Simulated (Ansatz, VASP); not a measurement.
## One calculation of BiPt, two programs

Contents of INCAR:

```
SYSTEM = BiPt
ALGO     = Normal         ! electronic algorithm
EDIFF    = 1E-8           ! SCF threshold, eV
ENCUT    = 520            ! plane-wave cutoff, eV
GGA      = CA             ! functional
ISIF     = 2              ! what is computed and relaxed
ISMEAR   = -1             ! smearing method
LASPH    = .TRUE.         ! aspherical terms in the spheres
LCHARG   = .FALSE.        ! write CHGCAR
LEFG     = .TRUE.       
LREAL    = .FALSE.        ! projectors in reciprocal space
LWAVE    = .FALSE.        ! write WAVECAR
NBANDS   = 33             ! bands
NELM     = 80             ! most SCF steps
PREC     = Accurate       ! precision mode
SIGMA    = 0.05           ! smearing width, eV
```

File KPOINTS:

```
k-points
0
G
  9 9 6
  0 0 0
```

Contents of POSCAR:

```
BiPt
1.0
    4.2860395604      0.0000000000      0.0000000000
   -2.1430197803      3.7118191409      0.0000000000
    0.0000000000      0.0000000000      5.4531532522
Bi Pt
2 2
Direct
    0.3333333333      0.6666666667      0.2500000000
    0.6666666667      0.3333333333      0.7500000000
    0.0000000000      0.0000000000      0.0000000000
    0.0000000000      0.0000000000      0.5000000000
```

Input for Ansatz:

```yaml
crystal:
  lattice:
    - [4.2860395604, 0.0, 0.0]
    - [-2.1430197803, 3.7118191409, 0.0]
    - [0.0, 0.0, 5.4531532522]
  atoms:
    - { symbol: Bi, position: [0.3333333333, 0.6666666667, 0.25] }
    - { symbol: Bi, position: [0.6666666667, 0.3333333333, 0.75] }
    - { symbol: Pt, position: [0.0, 0.0, 0.0] }
    - { symbol: Pt, position: [0.0, 0.0, 0.5] }
kpoints:
  mp_grid: { grid: [9, 9, 6] }
scf:
  occupations: { method: fermi_dirac, width: 0.05 }
hamiltonian:
  xc: lda
  pseudopotentials: { kind: paw }
output:
  forces: true
  stress: true
  eigenvalues: true
  efg: { contact_densities: true }
```

Change from the starting cell: volume scaled by 0.98, PAW files.

Alike in both runs: task electric field gradients; functional LDA; k mesh 9 × 9 × 6; occupations fermi-dirac, width 0.05 eV; no spin polarisation.

|  | VASP | Ansatz |
| --- | --- | --- |
| version | VASP 6.6.1 | Ansatz 0.2.0 |
| potentials or method | VASP PAW LDA potentials, release 64 (Bi_d, Pt) | PAW with Ansatz's default frozen-core files, scalar-relativistic |
| plane-wave cutoff (eV) | 520 | 420 |
| valence electrons in the cell | 50 | 66 |

|  | VASP | Ansatz | Ansatz less VASP |
| --- | --- | --- | --- |
| pressure (GPa) | 2.9 | 2.6 | -0.38 |
| traceless stress, the component that is largest in VASP (GPa) | -0.54 | -0.65 | -0.111 |
| size of Vzz on the site where it differs most (V/Å²) | 174.4 | 114.6 | -59.78 |

LDA's correlation is that of Perdew and Zunger in VASP and of Perdew and Wang (1992) in Ansatz. VASP's potentials hold 50 valence electrons a cell and Ansatz's 66, so a difference there can come from the potentials and not from the codes.

Spin-orbit coupling is off throughout.
